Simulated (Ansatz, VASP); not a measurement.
Two plane-wave programs on SrO

The input POSCAR:

```
SrO
1.0
    0.0000000000      2.5663000000      2.5663000000
    2.5663000000      0.0000000000      2.5663000000
    2.5663000000      2.5663000000      0.0000000000
Sr O
1 1
Direct
    0.5000000000      0.5000000000      0.5000000000
    0.0000000000      0.0000000000      0.0000000000
```

File INCAR.step1:

```
SYSTEM = SrO
  ALGO = Normal
  EDIFF = 1E-5
  ENCUT = 520
  GGA = PE
  GGA_COMPAT = .False.
  ISIF = 2
  ISMEAR = 1
  LASPH = .True.
  LCHARG = .False.
  LREAL = .False.
  LWAVE = .True.
  NBANDS = 15
  NELM = 120
  PREC = Accurate
  SIGMA = 0.15
```

The input INCAR.step2:

```
SYSTEM = SrO
  ALGO = Normal
  EDIFF = 1E-6
  ENCUT = 520
  GGA = PE
  GGA_COMPAT = .False.
  HFSCREEN = 0.2079
  ISIF = 2
  ISMEAR = 1
  ISTART = 1
  LASPH = .True.
  LCHARG = .False.
  LHFCALC = .True.
  LREAL = .False.
  LWAVE = .False.
  NBANDS = 15
  NELM = 120
  PREC = Accurate
  PRECFOCK = Normal
  SIGMA = 0.15
```

Contents of KPOINTS:

```
k-points
0
Gamma
  5 5 5
  0 0 0
```

Contents of input.yaml:

```yaml
crystal:
  lattice: { a: 5.1326, b: 5.1326, c: 5.1326, alpha: 90.0, beta: 90.0, gamma: 90.0 }
  space_group: 225
  reduce_to_primitive: true
  atoms:
    - { symbol: Sr, wyckoff: "4b", position: [0.5, 0.0, 0.0] }
    - { symbol: O, wyckoff: "4a", position: [0.0, 0.0, 0.0] }
hamiltonian:
  xc: hse06
  pseudopotentials: { kind: paw }
kpoints:
  mp_grid: { grid: [5, 5, 5] }
scf:
  occupations: { method: cold, width: 0.15 }
  n_extra_bands: 6
output:
  forces: true
  stress: true
  eigenvalues: true
  dos: { projected: false, de: 0.05 }
```

Alike in both runs: functional HSE06; k mesh 5 × 5 × 5; no spin polarisation.

|  | VASP | Ansatz |
| --- | --- | --- |
| version | VASP 6.6.1 | Ansatz 0.2.0 |
| potentials or method | VASP PAW PBE potentials, release 64 (Sr_sv, O) | Ansatz PAW |
| plane-wave cutoff (eV) | 520 | 420 |
| occupations | methfessel-paxton of order 1, width 0.15 eV | cold, width 0.15 eV |
| valence electrons in the cell | 16 | 16 |
| task | single point | density of states |

Ansatz gave:

```
gap on the k mesh at the Fermi level (eV) : 4.99
least direct gap on the mesh (eV)         : 5.09
pressure (GPa)                            : 1.2
```

**Question.** Which values does VASP return?

**Answer.** gap on the k mesh at the Fermi level (eV): 4.93; least direct gap on the mesh (eV): 5.06; pressure (GPa): 1.8.

The k mesh is coarse, so the values compare programs but aren't converged. Noted on Ansatz's run: odd divisions of the mesh miss points on the zone boundary, where band edges often lie, so the gap on the mesh can be too wide.
